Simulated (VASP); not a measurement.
A run of VASP 6.6.1:

INCAR

```
SYSTEM = WSe3
ALGO = Normal
EDIFF = 1E-7
ENCUT = 520
GGA = PE
ISIF = 2
ISMEAR = 0
LASPH = .True.
LCHARG = .True.
LELF = .True.
LREAL = .False.
LVHAR = .True.
LWAVE = .False.
NBANDS = 42
NELM = 100
PREC = Accurate
SIGMA = 0.1
```

The input KPOINTS:

```
k-points
0
Gamma
  12 6 6
  0 0 0
```

Contents of POSCAR:

```
WSe3
1.0
    3.3238759737      0.0000000000      0.0000000000
    0.0000000000      7.8573970069      0.0000000000
    0.0000000000      0.0000000000      7.8748498029
W Se
2 6
Direct
    0.5000000000      0.5000000000      0.5291773869
    0.0000000000      0.0000000000      0.4708226131
    0.0000000000      0.5000000000      0.7757328308
    0.5000000000      0.0000000000      0.2242671692
    0.0000000000      0.6827352261      0.3418237792
    0.5000000000      0.8172647739      0.6581762208
    0.0000000000      0.3172647739      0.3418237792
    0.5000000000      0.1827352261      0.6581762208
```

Potentials or basis: VASP PAW PBE potentials, release 64 (W_sv, Se).

Launch:

```console
$ cat potpaw_PBE.64/W_sv/POTCAR potpaw_PBE.64/Se/POTCAR > POTCAR
$ mpirun -np 1 vasp_std > vasp.out
```

Hardware: 1 thread of Intel(R) Xeon(R) 6975P-C (Granite Rapids) (shared host).

Q: Estimate the wall time of this run.

A: It took 8.8 min on 1 thread of Intel(R) Xeon(R) 6975P-C (Granite Rapids), on a shared host, peak memory 0.85 GiB. Counts: scf iterations 18, k points 112.
